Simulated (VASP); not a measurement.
Fe: single point with PBEsol

Fe:

```
Fe
1.0
     0.00000    1.93225    1.93225
     1.93225    0.00000    1.93225
     1.93225    1.93225    0.00000
Fe
2
Direct
  0.87500 0.87500 0.87500
  0.12500 0.12500 0.12500
```

This isn't the form of Fe at room conditions, which is bcc.

```
Program             : VASP 6.6.1
Task                : single point
Functional          : PBEsol
Potentials or basis : VASP PAW PBE potentials, release 64 (Fe_sv)
Cutoff              : 690 eV
k mesh              : 15 × 15 × 15
Occupations         : fermi-dirac, width 0.08 eV
Spin                : collinear spin, ferromagnetic start
Starting moments    : [2.5, 2.5] μB
```

```
Pressure                                              : 468.9 GPa
Band gap on the k mesh                                : zero (filled and empty bands overlap)
Net moment                                            : 0.00 μB per cell
Valence electrons inside the program's atomic spheres : Fe 14.92
```

Levels at points of the mesh, in eV from the Fermi level:
Spin up:
| k point | band 13 | band 14 | band 15 | band 16 | band 17 | band 18 | band 19 | band 20 |
| --- | --- | --- | --- | --- | --- | --- | --- | --- |
| (0.00, 0.00, 0.00) | -5.09 | -5.09 | -0.71 | -0.71 | -0.71 | 3.22 | 3.22 | 19.61 |
Spin down:
| k point | band 14 | band 15 | band 16 | band 17 | band 18 | band 19 |
| --- | --- | --- | --- | --- | --- | --- |
| (0.00, 0.00, 0.00) | -5.09 | -0.71 | -0.71 | -0.71 | 3.22 | 3.22 |

Wall time 74 s on 1 thread of Intel(R) Xeon(R) Platinum 8375C CPU @ 2.90GHz (Ice Lake) (shared host), peak memory 0.21 GiB.

Caveat: atoms lie so close that the PAW spheres overlap strongly, which falsifies energies and pressures; the cell stands under pressure; the moments typed at the start vanished in this run; the PAW data sets were made with another functional, which shifts forces and pressure a little.
